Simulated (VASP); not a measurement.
Input of a VASP 6.6.1 run:

The input INCAR:

```
PREC     = Accurate       # precision mode
ENCUT    = 520            # plane-wave cutoff, eV
EDIFF    = 1E-6           # SCF threshold, eV
ISMEAR   = -1             # smearing method
SIGMA    = 0.05           # smearing width, eV
LREAL    = F              # projectors in reciprocal space
LASPH    = T              # aspherical terms in the spheres
NELM     = 60             # most SCF steps
ALGO     = Normal         # electronic algorithm
ISIF     = 2              # what is computed and relaxed
LWAVE    = F              # write WAVECAR
LCHARG   = F              # write CHGCAR
GGA      = RP             # functional
NBANDS   = 46             # bands
```

The input KPOINTS:

```
regular mesh
0
Gamma
  9 6 4
```

File POSCAR:

```
TiO2
1.0
    3.0082273120      0.0084861422     -0.0055844115
    0.0136697325      4.8464350630     -0.0222477372
    1.4909096705      0.2202667030      7.1823222840
Ti O
3 6
Direct
   -0.0413439865      0.0004261010      0.0007010916
    0.3183651068      0.4868917164      0.3168146968
    0.6959994292      0.5137140402      0.6846679684
    0.4474681949      0.1869834641      0.1289284156
    0.7882686681      0.3047281829      0.4497143270
    0.1033006990      0.3056888323      0.8052992394
    0.9150765315      0.6952970008      0.1959662188
    0.2295155639      0.6955843517      0.5517416756
    0.5762007831      0.8140733205      0.8724993567
```

Potentials or basis: VASP PAW PBE potentials, release 64 (Ti_sv, O).

Launch:

```sh
$ cat potpaw_PBE.64/Ti_sv/POTCAR potpaw_PBE.64/O/POTCAR > POTCAR
$ mpirun -np 1 vasp_std > vasp.out
```

Question: Estimate the pressure.

Answer: 0.6 GPa.

Question: Predict the largest force.

Answer: 0.062 eV/Å.

Question: What does it give for the band gap on the k mesh?

Answer: 2.44 eV (least direct gap 2.48 eV).

Stress tensor (GPa, compression positive):
```
0.75 0.00 0.00
0.00 0.47 0.02
0.00 0.02 0.59
```

Caveat: the PAW data sets were made with another functional, which shifts forces and pressure a little; an odd mesh through Γ misses points on the zone boundary, where band edges can lie.
